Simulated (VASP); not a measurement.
# Mn3Si (Fm-3m) in VASP: further runs

Runs on Mn3Si. Level: PBEsol. Tasks: single point.

All numbers are computed with VASP 6.6.1; they aren't measurements. Logs are shortened: lines on timing, memory, paths and dates and some standing lists are left out, and cuts for length are marked.

### Step 1. The cell of the first run

Symmetry: Fm-3m, No. 225, cubic system. The conventional cell has a = 5.400 Å, b = 5.400 Å, c = 5.400 Å, α = 90.00°, β = 90.00°, γ = 90.00°. Mn (site symmetry m-3m) has 8 Mn at 2.34 Å and 6 Si at 2.70 Å within 3.1 Å. Mn (site symmetry -43m) has 10 Mn at 2.34 to 2.70 Å and 4 Si at 2.34 Å within 3.1 Å. Si (site symmetry m-3m) has 14 Mn at 2.34 to 2.70 Å within 3.1 Å.

### Step 2. Single point, PBEsol, collinear spin, ferrimagnetic start

Contents of INCAR:

```
SYSTEM = Mn3Si
PREC = Accurate
ENCUT = 520
EDIFF = 1E-6
ISMEAR = 0
SIGMA = 0.1
LREAL = .False.
LASPH = .True.
NELM = 150
ALGO = Fast
ISIF = 2
LWAVE = .False.
LCHARG = .True.
ISPIN = 2
MAGMOM = 2.05 -0.39 -0.39 0
LORBIT = 11
LMAXMIX = 4
GGA = PS
LELF = .True.
LVHAR = .True.
NBANDS = 34
```

Contents of KPOINTS:

```
Automatic mesh
0
Gamma
  14 14 14
  0 0 0
```

Contents of POSCAR:

```
Mn3Si
1.0
    0.0000000000      2.7001816884      2.7001816884
    2.7001816884      0.0000000000      2.7001816884
    2.7001816884      2.7001816884      0.0000000000
Mn Si
3 1
Direct
    0.5000000000      0.5000000000      0.5000000000
    0.2500000000      0.2500000000      0.2500000000
    0.7500000000      0.7500000000      0.7500000000
    0.0000000000      0.0000000000      0.0000000000
```

Potentials or basis: VASP PAW PBE potentials, release 64 (Mn_pv, Si).

Launch:

```console
> cat potpaw_PBE.64/Mn_pv/POTCAR potpaw_PBE.64/Si/POTCAR > POTCAR
> mpirun -np 1 vasp_std > vasp.out
```

OUTCAR:

```text
SYSTEM = Mn3Si
   PREC = Accurate
   ENCUT = 520
   EDIFF = 1E-6
   ISMEAR = 0
   LREAL = .False.
   LASPH = .True.
   NELM = 150
   ISIF = 2
   ISPIN = 2
   LORBIT = 11
   GGA = PS

 ion  position               nearest neighbor table
   1  0.500  0.500  0.500-   2 2.34   2 2.34   2 2.34   2 2.34   3 2.34   3 2.34   3 2.34   3 2.34
                             4 2.70   4 2.70   4 2.70   4 2.70   4 2.70   4 2.70
   2  0.250  0.250  0.250-   4 2.34   4 2.34   4 2.34   1 2.34   4 2.34   1 2.34   1 2.34   1 2.34
                             3 2.70   3 2.70   3 2.70   3 2.70   3 2.70   3 2.70
   3  0.750  0.750  0.750-   1 2.34   1 2.34   1 2.34   1 2.34   4 2.34   4 2.34   4 2.34   4 2.34
                             2 2.70   2 2.70   2 2.70   2 2.70   2 2.70   2 2.70
   4  0.000  0.000  0.000-   3 2.34   3 2.34   3 2.34   2 2.34   3 2.34   2 2.34   2 2.34   2 2.34
                             1 2.70   1 2.70   1 2.70   1 2.70   1 2.70   1 2.70

  LATTYP: Found a face centered cubic cell.
 ALAT       =     5.4003633768

  Lattice vectors:

 A1 = (   0.0000000000,   2.7001816884,   2.7001816884)
 A2 = (   2.7001816884,   0.0000000000,   2.7001816884)
 A3 = (   2.7001816884,   2.7001816884,   0.0000000000)

Analysis of symmetry for initial positions (statically):
=====================================================================
 Subroutine PRICEL returns:
 Original cell was already a primitive cell.

 Routine SETGRP: Setting up the symmetry group for a
 face centered cubic supercell.

 Subroutine GETGRP returns: Found 48 space group operations
 (whereof 48 operations were pure point group operations)
 out of a pool of 48 trial point group operations.

The static configuration has the point symmetry O_h .

Analysis of symmetry for dynamics (positions and initial velocities):
=====================================================================
 Subroutine PRICEL returns:
 Original cell was already a primitive cell.

 Routine SETGRP: Setting up the symmetry group for a
 face centered cubic supercell.

 Subroutine GETGRP returns: Found 48 space group operations
 (whereof 48 operations were pure point group operations)
 out of a pool of 48 trial point group operations.

The dynamic configuration has the point symmetry O_h .

Analysis of structural, dynamic, and magnetic symmetry:
=====================================================================
 Subroutine PRICEL returns:
 Original cell was already a primitive cell.

 Routine SETGRP: Setting up the symmetry group for a
 face centered cubic supercell.

 Subroutine GETGRP returns: Found 48 space group operations
 (whereof 48 operations were pure point group operations)
 out of a pool of 48 trial point group operations.

The overall configuration has the point symmetry O_h .

 Subroutine INISYM returns: Found 48 space group operations
 (whereof 48 operations are pure point group operations),
 and found     1 'primitive' translations

----------------------------------------------------------------------------------------

                                     Primitive cell

  volume of cell :      39.3739

  direct lattice vectors                    reciprocal lattice vectors
     0.000000000  2.700181688  2.700181688    -0.185172725  0.185172725  0.185172725
     2.700181688  0.000000000  2.700181688     0.185172725 -0.185172725  0.185172725
     2.700181688  2.700181688  0.000000000     0.185172725  0.185172725 -0.185172725

  length of vectors
     3.818633565  3.818633565  3.818633565     0.320728567  0.320728567  0.320728567

  position of ions in fractional coordinates (direct lattice)
     0.500000000  0.500000000  0.500000000
     0.250000000  0.250000000  0.250000000
     0.750000000  0.750000000  0.750000000
     0.000000000  0.000000000  0.000000000

  ion indices of the primitive-cell ions
   primitive index   ion index
                 1           1
                 2           2
                 3           3
                 4           4

----------------------------------------------------------------------------------------

 KPOINTS: Automatic mesh

Automatic generation of k-mesh.
 Grid dimensions read from file:
 generate k-points for:   14   14   14

 Generating k-lattice:

  Cartesian coordinates                     Fractional coordinates (reciprocal lattice)
    -0.013226623  0.013226623  0.013226623     0.071428571  0.000000000  0.000000000
     0.013226623 -0.013226623  0.013226623     0.000000000  0.071428571  0.000000000
     0.013226623  0.013226623 -0.013226623     0.000000000  0.000000000  0.071428571

  Length of vectors
     0.022909183  0.022909183  0.022909183

  Shift w.r.t. Gamma in fractional coordinates (k-lattice)
     0.000000000  0.000000000  0.000000000

 Subroutine IBZKPT returns following result:
 ===========================================

 Found    104 irreducible k-points:

 Following reciprocal coordinates:
            Coordinates               Weight
  0.000000  0.000000  0.000000      1.000000
  0.071429  0.000000  0.000000      8.000000
  0.142857  0.000000  0.000000      8.000000
  0.214286  0.000000  0.000000      8.000000
  0.285714  0.000000  0.000000      8.000000
  0.357143  0.000000  0.000000      8.000000
[... 16 lines left out ...]
  0.214286  0.142857  0.000000     24.000000
  0.285714  0.142857  0.000000     24.000000
 [... further k-points ...]
   k-points           NKPTS =    104   k-points in BZ     NKDIM =    104   number of bands    NBANDS=     34
   number of dos      NEDOS =    301   number of ions     NIONS =      4
   total plane-waves  NPLWV =  21952
   dimension x,y,z NGX =    28 NGY =   28 NGZ =   28
   dimension x,y,z NGXF=    56 NGYF=   56 NGZF=   56
   ions per type =               3   1
   NGX,Y,Z   is equivalent  to a cutoff of  12.19, 12.19, 12.19 a.u.
   NGXF,Y,Z  is equivalent  to a cutoff of  24.38, 24.38, 24.38 a.u.
 SYSTEM =  Mn3Si
   PREC   = accura    normal or accurate (medium, high low for compatibility)
   ISTART =      0    job   : 0-new  1-cont  2-samecut
   ICHARG =      2    charge: 1-file 2-atom 10-const
   ISPIN  =      2    spin polarized calculation?
   LNONCOLLINEAR =      F non collinear calculations
   LSORBIT =      F    spin-orbit coupling
   LASPH  =      T    aspherical Exc in radial PAW
   ENCUT  =  520.0 eV  38.22 Ry    6.18 a.u.   7.10  7.10  7.10*2*pi/ulx,y,z
   NELM   =    150;   NELMIN=  2; NELMDL= -5     # of ELM steps
   EDIFF  = 0.1E-05   stopping-criterion for ELM
   LREAL  =      F    real-space projection
   EDIFFG = 0.1E-04   stopping-criterion for IOM
   NSW    =      0    number of steps for IOM
   IBRION =     -1    ionic relax: 0-MD 1-quasi-New 2-CG
   NFREE  =      0    steps in history (QN), initial steepest desc. (CG)
   ISIF   =      2    stress and relaxation
   ISYM   =      2    0-nonsym 1-usesym 2-fastsym
   POTIM  = 0.5000    time-step for ionic-motion
   TEBEG  =    0.0;   TEEND  =   0.0 temperature during run
   PSTRESS=    0.0 pullay stress
   NELECT =      43.0000    total number of electrons
   NUPDOWN=      -1.0000    fix difference up-down
   EMIN   =  10.00;   EMAX   =-10.00  energy-range for DOS
   EFERMI =   0.00;   METHOD = LEGACY
   ISMEAR =     0;   SIGMA  =   0.10  broadening in eV -4-tet -1-fermi 0-gaus
   EFERMI_NEDOS =   21; number of points for ismear=-14 and -15
   IALGO  =     68    algorithm
   IMIX   =      4    mixing-type and parameters
     AMIX     =   0.40;   BMIX     =  1.00
     AMIX_MAG =   1.60;   BMIX_MAG =  1.00
  volume/ion in A,a.u.               =       9.84        66.43
  Fermi-wavevector in a.u.,A,eV,Ry     =   1.685885  3.185861 38.670600  2.842209
  Thomas-Fermi vector in A             =   2.768649
   LORBIT       =     11    0 simple, 1 ext, 2 COOP (PROOUT), +10 PAW based schemes
   GGA     = PS    functional components
   LHFCALC =     F    Hartree Fock is set to
   AEXX    =    0.0000 exact exchange contribution
   IVDW    =     0    specifies the selected vdW correction
   LEPSILON=     F    determine dielectric tensor
   LRPA    =     F    only Hartree local field effects (RPA)
 spin polarized calculation
 RMM-DIIS sequential band-by-band and
 Gauss-broadening in eV      SIGMA  =   0.10
  energy-cutoff  :      520.00
  volume of cell :       39.37
 maximum number of plane-waves:      1073
   NGX = 15   NGY = 15   NGZ = 15

 number of electron      43.0000042 magnetization       1.4314761

 Free energy of the ion-electron system (eV)
  ---------------------------------------------------
  ext. energy  EPLUGINS =         0.00000000
  ---------------------------------------------------
  free energy    TOTEN  =       -36.09566303 eV

  energy without entropy =      -36.07010403  energy(sigma->0) =      -36.08288353

 E-fermi :  12.5529     XC(G=0): -14.2403

 val. band max:       12.5520865380   @ k =   0.2857   0.1429   0.0000
 cond. band min:      12.5555621742   @ k =   0.1429   0.0714   0.0000
 fundamental gap:      0.0034756362
 Fermi energy:        12.5529319760

 spin component 1

 k-point     1 :       0.0000    0.0000    0.0000
  band No.  band energies     occupation
      1     -36.3963      1.00000
      2     -36.3963      1.00000
      3     -36.3963      1.00000
      4     -35.0617      1.00000
      5     -35.0617      1.00000
      6     -35.0617      1.00000
[... 25 lines left out ...]
     32      19.5457      0.00000
     33      23.6280      0.00000

 k-point     2 :       0.0714    0.0000    0.0000
  band No.  band energies     occupation
      1     -36.3975      1.00000
      2     -36.3975      1.00000
      3     -36.3968      1.00000
      4     -35.0588      1.00000
      5     -35.0588      1.00000
      6     -35.0560      1.00000
[... 25 lines left out ...]
     32      19.5694      0.00000
     33      23.3994      0.00000
[... 754 lines left out ...]
     32      20.1521      0.00000
     33      22.0754      0.00000

 k-point    24 :       0.2857    0.1429    0.0000
  band No.  band energies     occupation
      1     -36.4173      1.00000
      2     -36.4153      1.00000
      3     -36.3893      1.00000
      4     -35.0309      1.00000
      5     -35.0296      1.00000
      6     -34.9836      1.00000
[... 25 lines left out ...]
     32      20.4389      0.00000
     33      22.7047      0.00000

 [... further k-points ...]

 spin component 2

 k-point     1 :       0.0000    0.0000    0.0000
  band No.  band energies     occupation
      1     -35.1834      1.00000
      2     -35.1834      1.00000
      3     -35.1834      1.00000
      4     -35.1427      1.00000
      5     -35.1427      1.00000
      6     -35.1427      1.00000
[... 25 lines left out ...]
     32      19.9272      0.00000
     33      23.8578      0.00000

 k-point     2 :       0.0714    0.0000    0.0000
  band No.  band energies     occupation
      1     -35.2040      1.00000
      2     -35.1896      1.00000
      3     -35.1896      1.00000
      4     -35.1382      1.00000
      5     -35.1382      1.00000
      6     -35.1199      1.00000
[... 25 lines left out ...]
     32      19.9175      0.00000
     33      23.6412      0.00000
[... 754 lines left out ...]
     32      20.2426      0.00000
     33      22.2010      0.00000

 k-point    24 :       0.2857    0.1429    0.0000
  band No.  band energies     occupation
      1     -35.2790      1.00000
      2     -35.2765      1.00000
      3     -35.1887      1.00000
      4     -35.1168      1.00000
      5     -35.0743      1.00000
      6     -35.0621      1.00000
[... 25 lines left out ...]
     32      20.6509      0.00000
     33      22.8614      0.00000

 [... further k-points ...]

 [bands above 33 left out]

------------------------ aborting loop because EDIFF is reached ----------------------------------------

  FORCE on cell =-STRESS in cart. coord.  units (eV):
  Direction    XX          YY          ZZ          XY          YZ          ZX
  --------------------------------------------------------------------------------------
  -------------------------------------------------------------------------------------
  Total        6.2262907      6.2262907      6.2262907      0.0000000     -0.0000000      0.0000000
  in kB      253.3558970    253.3558970    253.3558970      0.0000000     -0.0000000      0.0000000
  external PRESSURE =     253.3558970 kB  Pullay stress =       0.0000000 kB

 VOLUME and BASIS-vectors are now :
 -----------------------------------------------------------------------------
  energy-cutoff  :      520.00
  volume of cell :       39.37
      direct lattice vectors                 reciprocal lattice vectors
     0.000000000  2.700181688  2.700181688    -0.185172725  0.185172725  0.185172725
     2.700181688  0.000000000  2.700181688     0.185172725 -0.185172725  0.185172725
     2.700181688  2.700181688  0.000000000     0.185172725  0.185172725 -0.185172725

 POSITION                                       TOTAL-FORCE (eV/Angst)
 -----------------------------------------------------------------------------------
      2.70018      2.70018      2.70018        -0.000000      0.000000      0.000000
      1.35009      1.35009      1.35009        -0.000000     -0.000000     -0.000000
      4.05027      4.05027      4.05027         0.000000      0.000000     -0.000000
      0.00000      0.00000      0.00000        -0.000000      0.000000      0.000000
 -----------------------------------------------------------------------------------
    total drift:                                0.000000      0.000000      0.000000

  FREE ENERGIE OF THE ION-ELECTRON SYSTEM (eV)
  ---------------------------------------------------
  free  energy   TOTEN  =       -36.0956630346 eV

  energy  without entropy=      -36.0701040270  energy(sigma->0) =      -36.08288353

 total charge

# of ion       s       p       d       tot
------------------------------------------
    1        0.442   6.478   5.226  12.146
    2        0.400   6.473   5.405  12.278
    3        0.400   6.473   5.405  12.278
    4        0.739   0.999   0.000   1.737
--------------------------------------------------
tot          1.980  20.422  16.037  38.439

 magnetization (x)

# of ion       s       p       d       tot
------------------------------------------
    1        0.010   0.016   1.631   1.657
    2       -0.003  -0.009  -0.128  -0.139
    3       -0.003  -0.009  -0.128  -0.139
    4        0.016   0.004   0.000   0.020
--------------------------------------------------
tot          0.021   0.003   1.375   1.399
```

Run time: 6.3 min. Hardware: 1 thread of Intel Xeon Platinum 8259CL at 2.50GHz (Skylake/Cascade Lake), shared host; peak memory 0.31 GiB.

What came out:

```yaml
Free_energy: -36.0957 eV
Pressure: 25.3 GPa
Net_moment: 1.43 μB per cell
Site_moments: Mn +1.66, -0.14; Si +0.02 μB
Valence_electrons_inside_the_program's_atomic_spheres: Mn 12.15, 12.28; Si 1.74
```

Levels at points of the mesh, in eV from the Fermi level:
Spin up:
| k point | band 19 | band 20 | band 21 | band 22 | band 23 | band 24 | band 25 | band 26 |
| --- | --- | --- | --- | --- | --- | --- | --- | --- |
| (0.00, 0.00, 0.00) | 0.14 | 0.14 | 0.54 | 0.54 | 0.54 | 1.40 | 1.40 | 5.39 |
| (0.50, 0.00, 0.00) | -0.97 | -0.97 | -0.86 | 0.01 | 0.01 | 0.68 | 0.68 | 1.04 |
| (0.50, 0.50, 0.00) | -2.26 | -0.52 | -0.43 | -0.43 | 0.35 | 0.55 | 0.96 | 0.96 |
Spin down:
| k point | band 19 | band 20 | band 21 | band 22 | band 23 | band 24 |
| --- | --- | --- | --- | --- | --- | --- |
| (0.00, 0.00, 0.00) | 0.46 | 0.46 | 0.46 | 1.34 | 1.34 | 1.61 |
| (0.50, 0.00, 0.00) | -1.07 | -1.07 | -0.95 | 1.06 | 1.06 | 1.49 |
| (0.50, 0.50, 0.00) | -0.48 | -0.48 | -0.35 | 0.39 | 0.92 | 1.27 |

Caveat: the PAW data sets were made with another functional, which shifts forces and pressure a little.

(Continued in part 2 of 2.)
